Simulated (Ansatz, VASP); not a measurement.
# Sb: VASP beside Ansatz

The input INCAR:

```
PREC     = Accurate       # precision mode
ENCUT    = 520            # plane-wave cutoff, eV
EDIFF    = 1E-7           # SCF threshold, eV
ISMEAR   = 0              # smearing method
SIGMA    = 0.024          # smearing width, eV
LREAL    = F              # projectors in reciprocal space
LASPH    = T              # aspherical terms in the spheres
NELM     = 60             # most SCF steps
ALGO     = Normal         # electronic algorithm
ISIF     = 2              # what is computed and relaxed
LWAVE    = F              # write WAVECAR
LCHARG   = F              # write CHGCAR
GGA      = PE             # functional
NBANDS   = 12             # bands
```

File KPOINTS:

```
regular mesh
0
Gamma
  9 9 5
```

Contents of POSCAR:

```
Sb
1.0
    3.3545324186      0.0000000000      0.0000000000
   -1.6772662093      2.9051102923      0.0000000000
    0.0000000000      0.0000000000      5.4701606500
Sb
2
Direct
    0.6666666667      0.3333333333      0.7500000000
    0.3333333333      0.6666666667      0.2500000000
```

Contents of input.yaml:

```yaml
crystal:
  lattice:
    - [3.3545324186, 0.0, 0.0]
    - [-1.6772662093, 2.9051102923, 0.0]
    - [0.0, 0.0, 5.47016065]
  atoms:
    - { symbol: Sb, position: [0.6666666667, 0.3333333333, 0.75] }
    - { symbol: Sb, position: [0.3333333333, 0.6666666667, 0.25] }
hamiltonian:
  xc: pbe
  pseudopotentials: { kind: paw }
kpoints:
  mp_grid: { grid: [9, 9, 5] }
scf:
  occupations: { method: gaussian, width: 0.024 }
output:
  forces: true
  stress: true
  eigenvalues: true
```

Alike in both runs: task single point; functional PBE; k mesh 9 × 9 × 5; occupations gaussian, width 0.024 eV; no spin polarisation.

|  | VASP | Ansatz |
| --- | --- | --- |
| version | VASP 6.6.1 | Ansatz 0.2.0 |
| potentials or method | VASP PAW PBE potentials, release 64 (Sb) | Ansatz PAW |
| plane-wave cutoff (eV) | 520 | 420 |
| valence electrons in the cell | 10 | 30 |

Ansatz gave:

| Item | Value |
| --- | --- |
| gap on the k mesh at the Fermi level (eV) | none |
| pressure (GPa) | 1.5 |
| traceless stress, the component that is largest in VASP (GPa) | 0.36 |

Task: Which values does VASP return?

Result: gap on the k mesh at the Fermi level (eV): none; pressure (GPa): 1.3; traceless stress, the component that is largest in VASP (GPa): 0.38.

A gap of «none» marks a metal or a gap that the smearing closes. The functional is the same, so the differences come from potentials, cutoffs and numerics. VASP's potentials hold 10 valence electrons a cell and Ansatz's 30, so a difference there can come from the potentials and not from the codes.

Neither program's run includes spin-orbit coupling.
